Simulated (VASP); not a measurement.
Wanted: the native input for a VASP 6.6.1 run.

- Task: single point
- Functional: PBE
- Potentials or basis: VASP PAW PBE potentials, release 64 (Ti_sv, O)
- Cutoff: 520 eV
- k mesh: 8 × 8 × 8
- Occupations: gaussian, width 0.05 eV
- Spin: no spin polarisation
- Hubbard terms: Ti d U = 4.0 eV
- Dipole correction: no
- Further INCAR settings: ALGO = Normal; EDIFF = 1e-06; NBANDS = 33

The structure of TiO2 lies in POSCAR:

```
TiO2
1.0
   -1.8450500000      1.8450500000      5.1507000000
    1.8450500000     -1.8450500000      5.1507000000
    1.8450500000      1.8450500000     -5.1507000000
Ti O
2 4
Direct
    0.0000000000      0.0000000000      0.0000000000
    0.7500000000      0.2500000000      0.5000000000
    0.2052277854      0.2052277854      0.0000000000
    0.9552277854      0.4552277854      0.5000000000
    0.5447722146      0.0447722146      0.5000000000
    0.7947722146      0.7947722146      0.0000000000
```

One way to write it, as run:

INCAR

```
SYSTEM = TiO2
PREC     = Accurate       ! precision mode
ENCUT    = 520            ! plane-wave cutoff, eV
EDIFF    = 1E-6           ! SCF threshold, eV
ISMEAR   = 0              ! smearing method
SIGMA    = 0.05           ! smearing width, eV
LREAL    = .False.        ! projectors in reciprocal space
LASPH    = .True.         ! aspherical terms in the spheres
NELM     = 150            ! most SCF steps
ALGO     = Normal         ! electronic algorithm
ISIF     = 2              ! what is computed and relaxed
LWAVE    = .False.        ! write WAVECAR
LCHARG   = .False.        ! write CHGCAR
LMAXMIX  = 4              ! l up to which the mixer works
LDAU     = .True.         ! DFT+U
LDAUTYPE = 2            
LDAUL    = 2 -1           ! shell
LDAUU    = 4 0            ! U, eV
LDAUJ    = 0 0          
LDAUPRINT= 1            
GGA      = PE             ! functional
NBANDS   = 33             ! bands
```

KPOINTS

```
Automatic mesh
0
Gamma
  8 8 8
  0 0 0
```

Potentials or basis: VASP PAW PBE potentials, release 64 (Ti_sv, O).

Command:

```bash
$ cat potpaw_PBE.64/Ti_sv/POTCAR potpaw_PBE.64/O/POTCAR > POTCAR
$ mpirun -np 1 vasp_std > vasp.out
```

It gave:

```json
{
 "Pressure": "9.4 GPa",
 "Largest force": "0.714 eV/Å",
 "Band gap on the k mesh": "2.80 eV (least direct gap 3.18 eV)"
}
```

Caveat: the stress differs along the axes, from -4 to 16 GPa.

Run time: 6.5 min on 1 thread of Intel Xeon 8259CL, on a shared host, peak memory 0.34 GiB.
